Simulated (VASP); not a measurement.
Input of a VASP 6.6.1 run:

File INCAR:

```
SYSTEM = Fe
PREC     = Accurate       ! precision mode
ENCUT    = 600            ! plane-wave cutoff, eV
EDIFF    = 1E-7           ! SCF threshold, eV
ISMEAR   = 0              ! smearing method
SIGMA    = 0.1            ! smearing width, eV
LREAL    = .False.        ! projectors in reciprocal space
LASPH    = .True.         ! aspherical terms in the spheres
NELM     = 150            ! most SCF steps
ALGO     = Fast           ! electronic algorithm
ISIF     = 3              ! what is computed and relaxed
LWAVE    = .False.        ! write WAVECAR
LCHARG   = .False.        ! write CHGCAR
ISPIN    = 2              ! spin polarisation
MAGMOM   = 2.66           ! initial moments
LORBIT   = 11             ! projections on sites
LMAXMIX  = 4              ! l up to which the mixer works
GGA      = PE             ! functional
IBRION   = 2              ! ionic algorithm
NSW      = 100            ! ionic steps
EDIFFG   = -0.005         ! ionic threshold
```

The input KPOINTS:

```
regular mesh
0
Gamma
  20 20 20
  0 0 0
```

The input POSCAR:

```
Fe
1.0
   -1.4430000000      1.4430000000      1.4430000000
    1.4430000000     -1.4430000000      1.4430000000
    1.4430000000      1.4430000000     -1.4430000000
Fe
1
Direct
    0.0000000000      0.0000000000      0.0000000000
```

Potentials or basis: VASP PAW PBE potentials, release 64 (Fe).

Launch:

```sh
$ cat potpaw_PBE.64/Fe/POTCAR > POTCAR
$ mpirun -np 1 vasp_std > vasp.out
```

(1) Predict the site moments.

(2) What does it give for the net moment?

Answers

(1) Fe +2.19 μB.

(2) 2.19 μB per cell.
